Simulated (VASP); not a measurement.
Here is a VASP 6.6.1 calculation.

File POSCAR:

```
MnS
1.0
    0.0000000000      2.6045000000      2.6045000000
    2.6045000000      0.0000000000      2.6045000000
    2.6045000000      2.6045000000      0.0000000000
Mn S
1 1
Direct
    0.0000000000      0.0000000000      0.0000000000
    0.5000000000      0.5000000000      0.5000000000
```

INCAR.step1

```
SYSTEM = MnS
  ALGO = Normal
  EDIFF = 1E-6
  ENCUT = 520
  GGA = PS
  GGA_COMPAT = .FALSE.
  ISIF = 2
  ISMEAR = -1
  ISPIN = 2
  LASPH = .TRUE.
  LCHARG = .TRUE.
  LDAU = .TRUE.
  LDAUJ = 0 0
  LDAUL = 2 -1
  LDAUPRINT = 1
  LDAUTYPE = 2
  LDAUU = 4 0
  LMAXMIX = 4
  LORBIT = 11
  LREAL = .FALSE.
  LWAVE = .FALSE.
  MAGMOM = 4 0
  NBANDS = 22
  NEDOS = 2001
  NELM = 200
  PREC = Accurate
  SIGMA = 0.05
```

Contents of KPOINTS.step1:

```
k-points
0
G
  9 9 9
  0 0 0
```

INCAR.step2

```
SYSTEM = MnS
  ALGO = Normal
  EDIFF = 1E-6
  ENCUT = 520
  GGA = PS
  GGA_COMPAT = .FALSE.
  ICHARG = 11
  ISIF = 2
  ISMEAR = -5
  ISPIN = 2
  LASPH = .TRUE.
  LCHARG = .FALSE.
  LDAU = .TRUE.
  LDAUJ = 0 0
  LDAUL = 2 -1
  LDAUPRINT = 1
  LDAUTYPE = 2
  LDAUU = 4 0
  LMAXMIX = 4
  LORBIT = 10
  LREAL = .FALSE.
  LWAVE = .FALSE.
  MAGMOM = 4 0
  NBANDS = 22
  NEDOS = 1001
  NELM = 200
  PREC = Accurate
  SIGMA = 0.05
```

KPOINTS.step2

```
k-points
0
G
  14 14 14
  0 0 0
```

Potentials or basis: VASP PAW PBE potentials, release 64 (Mn_sv, S).

Command:

```sh
$ cat potpaw_PBE.64/Mn_sv/POTCAR potpaw_PBE.64/S/POTCAR > POTCAR
$ cp INCAR.step1 INCAR
$ cp KPOINTS.step1 KPOINTS
$ mpirun -np 1 vasp_std > vasp.out
$ cp INCAR.step2 INCAR
$ cp KPOINTS.step2 KPOINTS
$ mpirun -np 1 vasp_std > vasp.out
```

(1) What does it give for the net moment?

(2) What does it give for the site moments?

Results:

(1) 5.00 μB per cell.

(2) Mn +4.42; S +0.09 μB.

Caveat: a cell with one magnetic atom can't hold antiferromagnetic order, which such compounds often take.
